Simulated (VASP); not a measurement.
Crystal: CsI.

```xyz
2
Lattice="4.6660 0.0000 0.0000 0.0000 4.6660 0.0000 0.0000 0.0000 4.6660" Properties=species:S:1:pos:R:3 pbc="T T T"
Cs    0.0000    0.0000    0.0000
I     2.3330    2.3330    2.3330
```

* Program: VASP 6.6.1
* Task: relaxation of cell and atoms
* Functional: PBEsol
* Potentials or basis: VASP PAW PBE potentials, release 64 (Cs_sv, I)
* Cutoff: 500 eV
* k mesh: 6 × 6 × 6
* Occupations: fermi-dirac, width 0.02 eV
* Spin: no spin polarisation

At the start: pressure -1.0 GPa; volume 50.79 Å³/atom.

Q: How do energy, volume and symmetry change on relaxing?

A: Over 4 steps the energy falls by 16.5 meV/atom and the volume is 45.92 Å³/atom (-9.6 %); space group Pm-3m (No. 221, to 0.1 Å) before and after.

Step by step:
```csv
step,energy change (eV),largest force (eV/Å),pressure (GPa),volume (Å³)
1,0.0000,0.0000,-0.98,101.59
2,-0.0227,0.0000,-0.61,97.07
3,-0.0330,0.0000,-0.08,92.45
4,-0.0331,0.0000,0.01,91.84
```

Final structure:
```
CELL_PARAMETERS angstrom
4.51173 0.00000 0.00000
0.00000 4.51173 0.00000
0.00000 0.00000 4.51173
ATOMIC_POSITIONS crystal
Cs 0.00000 0.00000 0.00000
I 0.50000 0.50000 0.50000
```

Caveat: the PAW data sets were made with another functional, which shifts forces and pressure a little.
